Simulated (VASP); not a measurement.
Set up this calculation in VASP 6.6.1, as the native input.

* Task: single point
* Functional: PBEsol
* Potentials or basis: VASP PAW PBE potentials, release 64 (Al, Cu)
* Cutoff: 520 eV
* k mesh: 10 × 10 × 14
* Occupations: gaussian, width 0.1 eV
* Spin: no spin polarisation
* Dipole correction: no
* Further INCAR settings: ALGO = Fast; EDIFF = 1e-06; NBANDS = 16

The structure of Al2Cu (sol) lies in POSCAR:

```
Al2Cu
1.0
    4.0848572809      0.0000000000      0.0000000000
    0.0000000000      4.0848572809      0.0000000000
    0.0000000000      0.0000000000      2.8464075211
Al Cu
2 1
Direct
    0.5000000000      0.0000000000      0.5000000000
    0.0000000000      0.5000000000      0.5000000000
    0.0000000000      0.0000000000      0.0000000000
```

These files were run (other wordings do the same):

INCAR

```
SYSTEM = Al2Cu
ALGO = Fast
EDIFF = 1E-6
ENCUT = 520
GGA = PS
ISIF = 2
ISMEAR = 0
LASPH = .TRUE.
LCHARG = .FALSE.
LREAL = .FALSE.
LWAVE = .FALSE.
NBANDS = 16
NELM = 100
PREC = Accurate
SIGMA = 0.1
```

KPOINTS

```
k-points
0
G
  10 10 14
  0 0 0
```

Potentials or basis: VASP PAW PBE potentials, release 64 (Al, Cu).

Launch:

```bash
$ cat potpaw_PBE.64/Al/POTCAR potpaw_PBE.64/Cu/POTCAR > POTCAR
$ mpirun -np 1 vasp_std > vasp.out
```

Results of the run:

The pressure is 0.1 GPa.

Caveat: the PAW data sets were made with another functional, which shifts forces and pressure a little.

Run time: 4 min on 1 thread of Intel Xeon 6975P-C, with other jobs on the host, peak memory 0.25 GiB.
